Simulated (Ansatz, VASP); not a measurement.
**One calculation of CO, two programs**

```xyz
8
Lattice="5.6300 0.0000 0.0000 0.0000 5.6300 0.0000 0.0000 0.0000 5.6300" Properties=species:S:1:pos:R:3 pbc="T T T"
C     5.4203    5.4203    5.4203
C     3.0247    0.2097    2.6053
C     2.6053    3.0247    0.2097
C     0.2097    2.6053    3.0247
O     0.4453    0.4453    0.4453
O     2.3697    5.1847    3.2603
O     3.2603    2.3697    5.1847
O     5.1847    3.2603    2.3697
```

Alike in both runs: task electric field gradients; functional PBE; k mesh 5 × 5 × 5; occupations methfessel-paxton of order 1, width 0.15 eV; no spin polarisation.

|  | VASP | Ansatz |
| --- | --- | --- |
| version | VASP 6.6.1 | Ansatz 0.2.0 |
| potentials or method | VASP PAW PBE potentials, release 64 (C, O) | plane-wave PAW, scalar-relativistic |
| plane-wave cutoff (eV) | 520 | 420 |
| valence electrons in the cell | 40 | 40 |

```tsv
	VASP	Ansatz	Ansatz less VASP
gap on the k mesh at the Fermi level (eV)	6.00	6.00	+0.002
pressure (GPa)	1.7	0.6	-1.11
rms of the force components (eV/Å)	0.549	0.004	-0.5455
size of Vzz on the site where it differs most (V/Å²)	71.6	63.4	-8.25
```

Atom by atom the forces differ by 0.546 eV/Å (rms over components). One of these differences is far larger than is usual between the two programs; its cause wasn't traced. With one functional, cell and mesh, what is left measures potentials, basis and numerics.

Noted on VASP's run: the standard files for N, O and F lose accuracy on very short bonds.
